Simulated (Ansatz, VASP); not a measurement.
**SiGe3: VASP beside Ansatz**

```xyz
4
Lattice="1.9839 1.1454 6.4672 -1.9839 1.1454 6.4672 0.0000 -2.2908 6.4672" Properties=species:S:1:pos:R:3 pbc="T T T"
Si    1.9839    1.1454    6.4689
Ge    0.0000    0.0000    9.7017
Ge    0.0000    0.0000    7.2447
Ge    0.0000    0.0000   17.0047
```

Alike in both runs: task single point; functional PBE; k mesh 8 × 8 × 8; occupations fermi-dirac, width 0.02 eV; no spin polarisation.

|  | VASP | Ansatz |
| --- | --- | --- |
| version | VASP 6.6.1 | Ansatz 0.2.0 |
| potentials or method | VASP PAW PBE potentials, release 64 (Si, Ge_d) | plane waves, PAW |
| plane-wave cutoff (eV) | 520 | 420 |
| valence electrons in the cell | 46 | 46 |

|  | VASP | Ansatz | Ansatz less VASP |
| --- | --- | --- | --- |
| pressure (GPa) | 2.6 | 2.7 | +0.09 |
| traceless stress, the component that is largest in VASP (GPa) | 0.11 | 0.10 | -0.007 |
| rms of the force components (eV/Å) | 0.024 | 0.023 | -0.0016 |

Atom by atom the forces differ by 0.002 eV/Å (rms over components). With one functional, cell and mesh, what is left measures potentials, basis and numerics.
